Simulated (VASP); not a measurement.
Write the native input for VASP 6.6.1 that does the following.

```yaml
Task: single point
Functional: LDA
Potentials_or_basis: VASP PAW LDA potentials, release 64 (Nb_sv, Pd)
Cutoff: 520 eV
k_mesh: 3 × 3 × 1
Occupations: gaussian, width 0.05 eV
Spin: no spin polarisation
Dipole_correction: no
Further_INCAR_settings: LREAL = Auto; ALGO = Normal; EDIFF = 1e-06; NBANDS = 123
```

The structure of Nb16Pd lies in POSCAR:

```
Nb16Pd
1.0
    6.6000000000      0.0000000000      0.0000000000
    0.0000000000      6.6000000000      0.0000000000
    0.0000000000      0.0000000000     16.9500000000
Nb Pd
16 1
Direct
    0.2500000000      0.2500000000      0.0589971000
    0.7500000000      0.2500000000      0.0589971000
    0.2500000000      0.7500000000      0.0589971000
    0.7500000000      0.7500000000      0.0589971000
    0.0010606417      0.0017426141      0.1401566157
    0.4981498671      0.0018039824      0.1401433653
    0.0010063942      0.4989495434      0.1401506189
    0.4982057770      0.4988887474      0.1401560590
    0.2491553101      0.2507471644      0.2387900286
    0.7494806565      0.2503894143      0.2400629461
    0.2495443282      0.7504472795      0.2400646680
    0.7487919875      0.7510713784      0.2334921111
   -0.0034557795     -0.0030116560      0.3231566782
    0.5009611193     -0.0010092513      0.3234050408
   -0.0048901250      0.5048268973      0.3229777517
    0.5027957393      0.5032144081      0.3231772583
    0.7481412718      0.7516534252      0.4028786147
```

One way to write it, as run:

INCAR

```
SYSTEM = Nb16Pd
PREC     = Accurate       ! precision mode
ENCUT    = 520            ! plane-wave cutoff, eV
EDIFF    = 1E-6           ! SCF threshold, eV
ISMEAR   = 0              ! smearing method
SIGMA    = 0.05           ! smearing width, eV
LREAL    = Auto         
LASPH    = .TRUE.         ! aspherical terms in the spheres
NELM     = 60             ! most SCF steps
ALGO     = Normal         ! electronic algorithm
ISIF     = 2              ! what is computed and relaxed
LWAVE    = .FALSE.        ! write WAVECAR
LCHARG   = .FALSE.        ! write CHGCAR
GGA      = CA             ! functional
NBANDS   = 123            ! bands
```

KPOINTS

```
Automatic mesh
0
G
  3 3 1
  0 0 0
```

Potentials or basis: VASP PAW LDA potentials, release 64 (Nb_sv, Pd).

The run is started by

```console
$ cat potpaw_LDA.64/Nb_sv/POTCAR potpaw_LDA.64/Pd/POTCAR > POTCAR
$ mpirun -np 1 vasp_std > vasp.out
```

Results of the run:

```yaml
Largest_force: 0.044 eV/Å
Band_gap_on_the_k_mesh: zero (bands 109 and 110 overlap by 0.15 eV)
```

Caveat: there is no dipole correction, which matters where the two faces differ.

Run time: 51 min on 1 thread of Intel Xeon 8259CL (shared host), peak memory 0.67 GiB.
